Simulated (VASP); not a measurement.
# MgO (Fm-3m) in VASP: a series of runs, part 2 of 2

VASP 6.6.1. The steps go on from the part before.

### 3 Single point, PBEsol

This run uses another cell than the first one, of 8.44 Å³/atom, 0.955 times its volume.

INCAR reads:

```
SYSTEM = MgO
ALGO = Normal ; EDIFF = 1E-6
ENCUT = 520 ; GGA = PS
ISIF = 2 ; ISMEAR = -1
LASPH = .TRUE. ; LCHARG = .TRUE.
LELF = .TRUE. ; LREAL = .FALSE.
LVHAR = .TRUE. ; LWAVE = .FALSE.
NBANDS = 11 ; NELM = 60
PREC = Accurate ; SIGMA = 0.05
```

KPOINTS reads:

```
k-points
0
G
  11 11 11
  0 0 0
```

POSCAR reads:

```
MgO
1.0
    0.0000000000      2.0361481460      2.0361481460
    2.0361481460      0.0000000000      2.0361481460
    2.0361481460      2.0361481460      0.0000000000
Mg O
1 1
Direct
    0.0000000000      0.0000000000      0.0000000000
    0.5000000000      0.5000000000      0.5000000000
```

Potentials or basis: VASP PAW PBE potentials, release 64 (Mg, O).

The run is started by

```bash
$ cat potpaw_PBE.64/Mg/POTCAR potpaw_PBE.64/O/POTCAR > POTCAR
$ mpirun -np 1 vasp_std > vasp.out
```

OUTCAR:

```text
SYSTEM = MgO
   EDIFF = 1E-6
   ENCUT = 520
   GGA = PS
   ISIF = 2
   ISMEAR = -1
   LASPH = .TRUE.
   LREAL = .FALSE.
   NELM = 60
   PREC = Accurate

 ion  position               nearest neighbor table
   1  0.000  0.000  0.000-   2 2.04   2 2.04   2 2.04   2 2.04   2 2.04   2 2.04
   2  0.500  0.500  0.500-   1 2.04   1 2.04   1 2.04   1 2.04   1 2.04   1 2.04

  LATTYP: Found a face centered cubic cell.
 ALAT       =     4.0722962920

  Lattice vectors:

 A1 = (   0.0000000000,   2.0361481460,   2.0361481460)
 A2 = (   2.0361481460,   0.0000000000,   2.0361481460)
 A3 = (   2.0361481460,   2.0361481460,   0.0000000000)

Analysis of symmetry for initial positions (statically):
=====================================================================
 Subroutine PRICEL returns:
 Original cell was already a primitive cell.

 Routine SETGRP: Setting up the symmetry group for a
 face centered cubic supercell.

 Subroutine GETGRP returns: Found 48 space group operations
 (whereof 48 operations were pure point group operations)
 out of a pool of 48 trial point group operations.

The static configuration has the point symmetry O_h .

[... 172 lines left out ...]
      4       3.8713      2.00000
      5       9.5487      0.00000
      6      20.0592      0.00000
      7      20.0592      0.00000
      8      20.0592      0.00000
      9      24.1776      0.00000
     10      26.1863      0.00000
     11      26.1863      0.00000
[... 309 lines left out ...]
 k-point    24 :      -0.1818    0.1818    0.0000
  band No.  band energies     occupation
      1     -12.9376      2.00000
      2       0.7528      2.00000
      3       2.5927      2.00000
      4       3.4099      2.00000
      5      12.8417      0.00000
      6      16.2662      0.00000
      7      20.3467      0.00000
      8      22.4314      0.00000
      9      22.9698      0.00000
     10      26.1535      0.00000
     11      30.0667      0.00000

 [... further k-points ...]

------------------------ aborting loop because EDIFF is reached ----------------------------------------

  FORCE on cell =-STRESS in cart. coord.  units (eV):
  Direction    XX          YY          ZZ          XY          YZ          ZX
  --------------------------------------------------------------------------------------
  -------------------------------------------------------------------------------------
  Total        2.0780228      2.0780228      2.0780228      0.0000000      0.0000000     -0.0000000
  in kB      197.1981271    197.1981271    197.1981271      0.0000000      0.0000000     -0.0000000
  external PRESSURE =     197.1981271 kB  Pullay stress =       0.0000000 kB

 VOLUME and BASIS-vectors are now :
 -----------------------------------------------------------------------------
  energy-cutoff  :      520.00
  volume of cell :       16.88
      direct lattice vectors                 reciprocal lattice vectors
     0.000000000  2.036148146  2.036148146    -0.245561700  0.245561700  0.245561700
     2.036148146  0.000000000  2.036148146     0.245561700 -0.245561700  0.245561700
     2.036148146  2.036148146  0.000000000     0.245561700  0.245561700 -0.245561700

 POSITION                                       TOTAL-FORCE (eV/Angst)
 -----------------------------------------------------------------------------------
      0.00000      0.00000      0.00000        -0.000000     -0.000000     -0.000000
      2.03615      2.03615      2.03615         0.000000      0.000000      0.000000
 -----------------------------------------------------------------------------------
    total drift:                               -0.000000     -0.000000      0.000000

  FREE ENERGIE OF THE ION-ELECTRON SYSTEM (eV)
  ---------------------------------------------------
  free  energy   TOTEN  =       -12.4101473541 eV

  energy  without entropy=      -12.4101473541  energy(sigma->0) =      -12.41014735
```

stdout:

```text
POSCAR found type information on POSCAR MgO
 POSCAR found :  2 types and       2 ions
 scaLAPACK will be used
 -----------------------------------------------------------------------------
|                                                                             |
|                                                                             |
|     You enforced a specific xc type in the INCAR file but a different       |
|     I HOPE YOU KNOW WHAT YOU ARE DOING!                                     |
|                                                                             |
 -----------------------------------------------------------------------------

 LDA part: xc-table for (Slater+PW92), standard interpolation
 POSCAR, INCAR and KPOINTS ok, starting setup
 FFT: planning ... GRIDC
 FFT: planning ... GRID_SOFT
 FFT: planning ... GRID
 WAVECAR not read
 entering main loop
```

It took 5.3 s on 1 thread of Intel Xeon 6975P-C, shared host; peak memory 0.14 GiB.

Results:

```
Free energy            : -12.4101 eV
Pressure               : 19.7 GPa
Band gap on the k mesh : 5.68 eV, direct
```

Caveat: the PAW data sets were made with another functional, which shifts forces and pressure a little. Expect the measured gap to be larger: semilocal functionals such as PBEsol lack the derivative discontinuity.

### 4 Single point, PBEsol

This run uses another cell than the first one, of 9.35 Å³/atom, 1.058 times its volume.

INCAR reads:

```
SYSTEM = MgO
  PREC = Accurate
  ENCUT = 520
  EDIFF = 1E-6
  ISMEAR = -1
  SIGMA = 0.05
  LREAL = .False.
  LASPH = .True.
  NELM = 80
  ALGO = Normal
  ISIF = 2
  LWAVE = .False.
  LCHARG = .True.
  GGA = PS
  LELF = .True.
  LVHAR = .True.
  NBANDS = 11
```

KPOINTS reads:

```
Automatic mesh
0
Gamma
  11 11 11
  0 0 0
```

POSCAR reads:

```
MgO
1.0
    0.0000000000      2.1070287752      2.1070287752
    2.1070287752      0.0000000000      2.1070287752
    2.1070287752      2.1070287752      0.0000000000
Mg O
1 1
Direct
    0.0000000000      0.0000000000      0.0000000000
    0.5000000000      0.5000000000      0.5000000000
```

The run is started by

```bash
$ cat potpaw_PBE.64/Mg/POTCAR potpaw_PBE.64/O/POTCAR > POTCAR
$ mpirun -np 1 vasp_std > vasp.out
```

It took 6.4 s on 1 thread of Intel Xeon 6975P-C, shared host; peak memory 0.14 GiB.

It converged, with:

| Property | Result |
| --- | --- |
| Free energy | -12.5125 eV |
| Pressure | -0.5 GPa |
| Band gap on the k mesh | 4.62 eV, direct |

Levels at points of the mesh, in eV from the valence-band top:
```tsv
k point	band 2	band 3	band 4	band 5	band 6	band 7
(0.00, 0.00, 0.00)	0.00	0.00	0.00	4.62	15.62	15.62
```

Caveat: the PAW data sets were made with another functional, which shifts forces and pressure a little. Expect the measured gap to be larger: semilocal functionals such as PBEsol lack the derivative discontinuity.

### 5 Summary

| cell | gap on the mesh (eV) | pressure (GPa) |
| --- | --- | --- |
| a = 2.924 Å, angles 60.0°, 2 atoms | 5.18 | 9.6 |
| a = 2.880 Å, angles 60.0°, 2 atoms | 5.68 | 19.7 |
| a = 2.980 Å, angles 60.0°, 2 atoms | 4.62 | -0.5 |

Alike in all rows: task single point; level PBEsol; potentials or basis VASP PAW PBE potentials, release 64 (Mg, O); no spin polarisation; k mesh 11 × 11 × 11; cutoff (eV) 520; smearing fermi-dirac 0.05 eV.

Caveats: the PAW data sets were made with another functional, which shifts forces and pressure a little.

Absolute energies hang on the potentials; compare differences alone.
